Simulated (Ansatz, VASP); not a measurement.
## One calculation of InSe, two programs

Contents of INCAR:

```
  PREC = Accurate
  ENCUT = 520
  EDIFF = 1E-6
  ISMEAR = 0
  SIGMA = 0.03
  LREAL = F
  LASPH = T
  NELM = 80
  ALGO = Normal
  ISIF = 2
  LWAVE = F
  LCHARG = F
  GGA = PE
  IVDW = 12
  NBANDS = 48
```

Contents of KPOINTS:

```
Automatic mesh
0
Gamma
  12 12 2
```

File POSCAR:

```
InSe
1.0
    4.2132012029      0.0000000000      0.0000000000
   -2.1066006015      3.6487392730      0.0000000000
    0.0000000000      0.0000000000     16.7623717135
In Se
4 4
Direct
    0.3333333333      0.6666666667      0.1666581949
    0.6666666667      0.3333333333      0.6666581949
    0.3333333333      0.6666666667      0.3333418051
    0.6666666667      0.3333333333      0.8333418051
    0.3333333333      0.6666666667      0.5898711344
    0.6666666667      0.3333333333      0.0898711344
    0.3333333333      0.6666666667      0.9101288656
    0.6666666667      0.3333333333      0.4101288656
```

Input for Ansatz:

```yaml
crystal:
  lattice:
    - [4.2132012029, 0.0, 0.0]
    - [-2.1066006015, 3.648739273, 0.0]
    - [0.0, 0.0, 16.7623717135]
  atoms:
    - { symbol: In, position: [0.3333333333, 0.6666666667, 0.1666581949] }
    - { symbol: In, position: [0.6666666667, 0.3333333333, 0.6666581949] }
    - { symbol: In, position: [0.3333333333, 0.6666666667, 0.3333418051] }
    - { symbol: In, position: [0.6666666667, 0.3333333333, 0.8333418051] }
    - { symbol: Se, position: [0.3333333333, 0.6666666667, 0.5898711344] }
    - { symbol: Se, position: [0.6666666667, 0.3333333333, 0.0898711344] }
    - { symbol: Se, position: [0.3333333333, 0.6666666667, 0.9101288656] }
    - { symbol: Se, position: [0.6666666667, 0.3333333333, 0.4101288656] }
basis:
  ecutwfc: 420
kpoints:
  mp_grid: { grid: [12, 12, 2] }
hamiltonian:
  xc: pbe
  dispersion: d3bj
scf:
  occupations: { method: gaussian, width: 0.03 }
output:
  forces: true
  stress: true
  eigenvalues: true
```

Change from the starting cell: strain +0.0450 x Voigt [1, 1, 0, 0, 0, 0], atoms carried along.

Alike in both runs: task single point; functional PBE; dispersion D3(BJ); k mesh 12 × 12 × 2; occupations gaussian, width 0.03 eV; no spin polarisation.

```csv
,VASP,Ansatz
version,VASP 6.6.1,Ansatz 0.2.0
potentials or method,"VASP PAW PBE potentials, release 64 (In_d, Se), cutoff 520 eV","scalar-relativistic, plane waves, PAW"
valence electrons in the cell,76,116
```

Ansatz gave:

| Property | Result |
| --- | --- |
| gap on the k mesh at the Fermi level (eV) | 0.06 |
| least direct gap on the mesh (eV) | 0.08 |
| pressure (GPa) | -3.5 |
| traceless stress, the component that is largest in VASP (GPa) | 1.69 |
| rms of the force components (eV/Å) | 0.320 |

Task: Estimate VASP's values.

Result: gap on the k mesh at the Fermi level (eV): 0.06; least direct gap on the mesh (eV): 0.10; pressure (GPa): -3.4; traceless stress, the component that is largest in VASP (GPa): 1.68; rms of the force components (eV/Å): 0.314.

Atom by atom the forces differ by 0.006 eV/Å (rms over components). VASP's potentials hold 76 valence electrons a cell and Ansatz's 116, so a difference there can come from the potentials and not from the codes.
